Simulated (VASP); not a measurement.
InAs:

```
CELL_PARAMETERS angstrom
0.00000 3.01800 3.01800
3.01800 0.00000 3.01800
3.01800 3.01800 0.00000
ATOMIC_POSITIONS crystal
In 0.00000 0.00000 0.00000
As 0.75000 0.75000 0.75000
```

| Quantity | Value |
| --- | --- |
| Program | VASP 6.6.1 |
| Task | relaxation of cell and atoms |
| Functional | HSE06 |
| Potentials or basis | VASP PAW PBE potentials, release 64 (In_d, As) |
| Cutoff | 600 eV |
| k mesh | 4 × 4 × 4 |
| Occupations | fermi-dirac, width 0.05 eV |
| Spin | no spin polarisation |

At the start: pressure 2.3 GPa; volume 27.49 Å³/atom.

How do energy, volume and symmetry change on relaxing?

Over 4 steps the energy falls by 6.9 meV/atom and the volume is 28.46 Å³/atom (+3.5 %); space group F-43m (No. 216, to 0.1 Å) before and after.

Step by step:
| step | energy change (eV) | largest force (eV/Å) | pressure (GPa) | volume (Å³) |
| --- | --- | --- | --- | --- |
| 1 | 0.0000 | 0.0000 | 2.26 | 54.98 |
| 2 | -0.0100 | 0.0000 | -1.04 | 58.12 |
| 3 | -0.0139 | 0.0000 | -0.08 | 57.00 |
| 4 | -0.0139 | 0.0000 | 0.03 | 56.93 |

Final structure:
```
In As
1.0
     0.00000    3.05326    3.05326
     3.05326    0.00000    3.05326
     3.05326    3.05326    0.00000
In As
1 1
Cartesian
  0.0000 0.0000 0.0000
  4.5799 4.5799 4.5799
```

Caveat: the k points lie up to 0.45 Å⁻¹ apart in the final cell; the PAW data sets were made with another functional, which shifts forces and pressure a little.
